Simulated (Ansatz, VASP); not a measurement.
**One calculation of Eu, two programs**

The input INCAR:

```
  ALGO = Normal
  EDIFF = 1E-7
  ENCUT = 520
  GGA = PS
  ISIF = 2
  ISMEAR = -1
  ISPIN = 2
  LASPH = T
  LCHARG = T
  LELF = T
  LMAXMIX = 6
  LORBIT = 11
  LREAL = F
  LVHAR = T
  LWAVE = F
  MAGMOM = 7
  NBANDS = 18
  NELM = 150
  PREC = Accurate
  SIGMA = 0.03
```

File KPOINTS:

```
k-points
0
Gamma
  11 11 11
```

The input POSCAR:

```
Eu
1.0
   -2.2755000000      2.2755000000      2.2755000000
    2.2755000000     -2.2755000000      2.2755000000
    2.2755000000      2.2755000000     -2.2755000000
Eu
1
Direct
    0.0000000000      0.0000000000      0.0000000000
```

Input for Ansatz:

```yaml
crystal:
  lattice:
    - [-2.2755, 2.2755, 2.2755]
    - [2.2755, -2.2755, 2.2755]
    - [2.2755, 2.2755, -2.2755]
  atoms:
    - { symbol: Eu, position: [0.0, 0.0, 0.0], spin: 7.0 }
magnetization:
  spin_polarized: true
kpoints:
  mp_grid: { grid: [11, 11, 11] }
  band_path:
    path:
      - [0.0, 0.0, 0.0]
      - [0.5, -0.5, 0.5]
      - [0.0, 0.0, 0.5]
      - [0.0, 0.0, 0.0]
      - [0.25, 0.25, 0.25]
      - [0.5, -0.5, 0.5]
      - [0.25, 0.25, 0.25]
      - [0.0, 0.0, 0.5]
    npoints: 5
scf:
  occupations: { method: fermi_dirac, width: 0.03 }
hamiltonian:
  xc: pbesol
  pseudopotentials: { kind: all_electron, lapw: { basis_error: 0.0005 } }
output:
  forces: true
  stress: true
  eigenvalues: true
```

Alike in both runs: task single point; functional PBEsol; k mesh 11 × 11 × 11; occupations fermi-dirac, width 0.03 eV; collinear spin.

```csv
,VASP,Ansatz
version,VASP 6.6.1,Ansatz 0.2.0
potentials or method,"VASP PAW PBE potentials, release 64 (Eu), cutoff 520 eV","all-electron LAPW, scalar-relativistic"
```

Ansatz gave:

* pressure (GPa): -2.3
* net moment per atom (μB): 7.29
* size of the moment on the site where the two differ most (μB): 7.14

Question: Which values does VASP return?

Answer: Pressure (GPa): -2.6; net moment per atom (μB): 7.30; size of the moment on the site where the two differ most (μB): 6.70.

VASP's potentials were made for PBE, not for PBEsol. Site moments also hang on the region over which each program counts them. Ansatz ran all-electron here, and VASP with PAW potentials.

Neither program's run includes spin-orbit coupling.
